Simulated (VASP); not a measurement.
Runs of VASP 6.6.1 on BaCuGe. The structure is that of space group P-6m2 (No. 187), or close to it. The cells are those of the table. 

```tsv
cell	gap on the mesh (eV)	pressure (GPa)
a = 4.317, b = 4.317, c = 5.144 Å, angles 90.0, 90.0, 120.0°, 3 atoms	none	(a)
a = 4.234, b = 4.234, c = 5.046 Å, angles 90.0, 90.0, 120.0°, 3 atoms	none	-3.4
a = 4.276, b = 4.276, c = 5.095 Å, angles 90.0, 90.0, 120.0°, 3 atoms	none	-4.7
a = 4.192, b = 4.192, c = 4.995 Å, angles 90.0, 90.0, 120.0°, 3 atoms	none	(b)
a = 4.148, b = 4.148, c = 4.943 Å, angles 90.0, 90.0, 120.0°, 3 atoms	none	-0.6
```

Alike in all rows: task single point; level LDA; potentials or basis VASP PAW LDA potentials, release 64 (Ba_sv, Cu, Ge_d); no spin polarisation; k mesh 8 × 8 × 6; cutoff (eV) 520; smearing fermi-dirac 0.1 eV.

Estimate the missing entries.

(a) -5.6; (b) -2.1.

Caveats: spin-orbit coupling is left out, which moves the levels of the heavy elements; the cell stands under tension (at least some runs).

A k mesh can miss the band edges, and the runs leave out spin-orbit coupling on Ba, Ge.

A gap of «none» marks levels without a gap at the run's occupations.
